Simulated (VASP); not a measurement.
Write the native input for VASP 6.6.1 that does the following.

* Task: electric field gradients
* Functional: LDA
* Potentials or basis: VASP PAW LDA potentials, release 64 (Y_sv, Se)
* Cutoff: 520 eV
* k mesh: 7 × 7 × 7
* Occupations: fermi-dirac, width 0.03 eV
* Spin: no spin polarisation
* Dipole correction: no
* Further INCAR settings: ALGO = Normal; EDIFF = 1e-08; NBANDS = 16

The structure of YSe lies in POSCAR:

```
YSe
1.0
    0.0000000000      2.8361438855      2.8361438855
    2.8361438855      0.0000000000      2.8361438855
    2.8361438855      2.8361438855      0.0000000000
Y Se
1 1
Direct
    0.0000000000      0.0000000000      0.0000000000
    0.5000000000      0.5000000000      0.5000000000
```

This cell differs from its parent crystal: volume scaled by 0.96.

The input as run:

INCAR

```
SYSTEM = YSe
ALGO     = Normal         ! electronic algorithm
EDIFF    = 1E-8           ! SCF threshold, eV
ENCUT    = 520            ! plane-wave cutoff, eV
GGA      = CA             ! functional
ISIF     = 2              ! what is computed and relaxed
ISMEAR   = -1             ! smearing method
LASPH    = .True.         ! aspherical terms in the spheres
LCHARG   = .False.        ! write CHGCAR
LEFG     = .True.       
LREAL    = .False.        ! projectors in reciprocal space
LWAVE    = .False.        ! write WAVECAR
NBANDS   = 16             ! bands
NELM     = 80             ! most SCF steps
PREC     = Accurate       ! precision mode
SIGMA    = 0.03           ! smearing width, eV
```

KPOINTS

```
k-points
0
Gamma
  7 7 7
  0 0 0
```

Potentials or basis: VASP PAW LDA potentials, release 64 (Y_sv, Se).

Launch:

```bash
$ cat potpaw_LDA.64/Y_sv/POTCAR potpaw_LDA.64/Se/POTCAR > POTCAR
$ mpirun -np 1 vasp_std > vasp.out
```

Results of the run:

```yaml
Pressure: -1.2 GPa
```

Caveat: without QUAD_EFG the Cq values of the log hold for a quadrupole moment of 1 mb, not for the nuclei.

Wall time 11 s on 1 thread of Intel(R) Xeon(R) 6975P-C (Granite Rapids), on a shared host, peak memory 0.17 GiB.
